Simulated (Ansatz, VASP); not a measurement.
## One calculation of AlN, two programs

```
Al N
1.0
     2.18399   -2.18399    0.00000
     2.18399    0.00000   -2.18399
    10.91997    7.64398    7.64398
Al N
6 6
Cartesian
  3.4577 -0.9103 -0.9103
  7.8257 7.8257 7.8257
  3.4577 1.2737 1.2737
  7.8257 3.4577 3.4577
  3.4577 3.4577 3.4577
  7.8257 5.6417 5.6417
  6.7337 2.3657 2.3657
  6.7337 0.1817 0.1817
  6.7337 4.5497 4.5497
  11.1017 6.7337 6.7337
  6.7337 6.7337 6.7337
  2.3657 0.1817 0.1817
```

Alike in both runs: task single point; functional r2SCAN; k mesh 8 × 8 × 2; occupations gaussian, width 0.05 eV; no spin polarisation.

|  | VASP | Ansatz |
| --- | --- | --- |
| version | VASP 6.6.1 | Ansatz 0.2.0 |
| potentials or method | VASP PAW PBE potentials, release 64 (Al, N), cutoff 520 eV | scalar-relativistic, plane waves, PAW |
| valence electrons in the cell | 48 | 48 |

```csv
,VASP,Ansatz,Ansatz less VASP
gap on the k mesh at the Fermi level (eV),3.60,3.61,+0.006
least direct gap on the mesh (eV),4.04,4.05,+0.007
pressure (GPa),-1.4,-1.0,+0.38
"traceless stress, the component that is largest in VASP (GPa)",6.07,6.07,-0.005
rms of the force components (eV/Å),0.270,0.272,+0.0020
```

VASP's potentials were made for PBE, not for r2SCAN. Atom by atom the forces differ by 0.004 eV/Å (rms over components). With one functional, cell and mesh, what is left measures potentials, basis and numerics.
